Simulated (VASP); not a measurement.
**ZrO2: relaxation of cell and atoms with PBEsol**

ZrO2:

```
Zr O
1.0
     0.00000    2.53500    2.53500
     2.53500    0.00000    2.53500
     2.53500    2.53500    0.00000
Zr O
1 2
Direct
  0.00000 0.00000 0.00000
  0.25000 0.25000 0.25000
  0.75000 0.75000 0.75000
```

* Program: VASP 6.6.1
* Task: relaxation of cell and atoms
* Functional: PBEsol
* Potentials or basis: VASP PAW PBE potentials, release 64 (Zr_sv, O)
* Cutoff: 600 eV
* k mesh: 8 × 8 × 8
* Occupations: gaussian, width 0.02 eV
* Spin: no spin polarisation
* Dipole correction: no
* Further INCAR settings: ALGO = Normal; EDIFF = 1e-07; IBRION = 2; EDIFFG = -0.01; NSW = 100; ISIF = 3

```
Relaxed volume                         : 10.83 Å³/atom
Relaxed cell                           : a = 3.582 Å, b = 3.582 Å, c = 3.582 Å, α = 60.00°, β = 60.00°, γ = 60.00°
Space group after relaxing (to 0.05 Å) : Fm-3m (No. 225)
Energy gained by relaxing              : 0.1 meV/atom
Ionic steps                            : 3
Pressure after relaxing                : 0.0 GPa
Band gap on the k mesh                 : 3.32 eV, indirect (least direct gap 3.76 eV)
```

The path:
| step | energy change (eV) | largest force (eV/Å) | pressure (GPa) | volume (Å³) |
| --- | --- | --- | --- | --- |
| 1 | 0.0000 | 0.0000 | -0.64 | 32.58 |
| 2 | 0.0002 | 0.0000 | 0.96 | 32.38 |
| 3 | -0.0002 | 0.0000 | 0.01 | 32.50 |

Final structure:
```
CELL_PARAMETERS angstrom
0.00000 2.53286 2.53286
2.53286 0.00000 2.53286
2.53286 2.53286 0.00000
ATOMIC_POSITIONS crystal
Zr 0.00000 0.00000 0.00000
O 0.25000 0.25000 0.25000
O 0.75000 0.75000 0.75000
```

Levels at points of the mesh, in eV from the valence-band top:
```tsv
k point	band 10	band 11	band 12	band 13	band 14	band 15
(0.00, 0.00, 0.00)	-0.55	-0.55	-0.55	3.32	3.32	6.48
(0.50, 0.00, 0.00)	-2.52	-1.67	-1.67	4.00	4.00	6.22
(0.50, 0.50, 0.00)	-1.54	-1.54	0.00	3.76	4.78	5.96
```

Wall time 71 s on 1 thread of Intel(R) Xeon(R) Platinum 8375C CPU @ 2.90GHz (Ice Lake) (shared host), peak memory 0.18 GiB.

Caveat: the PAW data sets were made with another functional, which shifts forces and pressure a little. Expect the measured gap to be larger: semilocal functionals such as PBEsol lack the derivative discontinuity.
